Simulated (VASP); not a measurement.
Write the native input for VASP 6.6.1 that does the following.

| Quantity | Value |
| --- | --- |
| Task | single point |
| Functional | PBE |
| Potentials or basis | VASP PAW PBE potentials, release 64 (Si, C) |
| Cutoff | 520 eV |
| k mesh | 4 × 4 × 6 |
| Occupations | gaussian, width 0.1 eV |
| Spin | no spin polarisation |
| Dipole correction | no |
| Further INCAR settings | ALGO = Normal; EDIFF = 1e-06; NBANDS = 21 |

The structure of Si2C lies in POSCAR:

```
Si2C
1.0
    5.0270469544      0.0000000000      0.0000000000
    0.0000000000      5.0270469544      0.0000000000
    0.0000000000      0.0000000000      2.8955251551
Si C
4 2
Direct
    0.3022651039      0.3022651039      0.0000000000
    0.1977348961      0.8022651039      0.5000000000
    0.6977348961      0.6977348961      0.0000000000
    0.8022651039      0.1977348961      0.5000000000
    0.0000000000      0.0000000000      0.0000000000
    0.5000000000      0.5000000000      0.5000000000
```

One way to write it, as run:

INCAR

```
ALGO = Normal
EDIFF = 1E-6
ENCUT = 520
GGA = PE
ISIF = 2
ISMEAR = 0
LASPH = True
LCHARG = False
LREAL = False
LWAVE = False
NBANDS = 21
NELM = 60
PREC = Accurate
SIGMA = 0.1
```

KPOINTS

```
k-points
0
Gamma
  4 4 6
```

Potentials or basis: VASP PAW PBE potentials, release 64 (Si, C).

The run is started by

```console
$ cat potpaw_PBE.64/Si/POTCAR potpaw_PBE.64/C/POTCAR > POTCAR
$ mpirun -np 1 vasp_std > vasp.out
```

Results of the run:

The pressure is -0.1 GPa. The largest force is 0.034 eV/Å and the band gap on the k mesh is zero (band 12 reaches 11.71 eV, above the bottom of band 13 at 8.27 eV).

Caveat: the k points lie up to 0.36 Å⁻¹ apart.

Wall time 30 s on 1 thread of AMD EPYC 7R43 64-Core Processor (Zen 3), on a shared host, peak memory 0.15 GiB.
